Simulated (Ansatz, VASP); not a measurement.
# One calculation of Ir, two programs

```
Ir
1.0
     0.00000    1.90609    1.90609
     1.90609    0.00000    1.90609
     1.90609    1.90609    0.00000
Ir
1
Cartesian
  0.0000 0.0000 0.0000
```

Alike in both runs: task single point; functional LDA; k mesh 14 × 14 × 14; occupations methfessel-paxton of order 1, width 0.6 eV; no spin polarisation.

```csv
,VASP,Ansatz
version,VASP 6.6.1,Ansatz 0.2.0
potentials or method,"VASP PAW LDA potentials, release 64 (Ir_sv_GW), cutoff 500 eV","plane waves (420 eV) with PAW, scalar-relativistic"
valence electrons in the cell,17,17
```

```csv
,VASP,Ansatz,Ansatz less VASP
pressure (GPa),-2.1,-0.4,+1.75
```

Ansatz warns that its potentials were made for another functional, while VASP's fit it. LDA's correlation is that of Perdew and Zunger in VASP and of Perdew and Wang (1992) in Ansatz.

Spin-orbit coupling is off throughout.
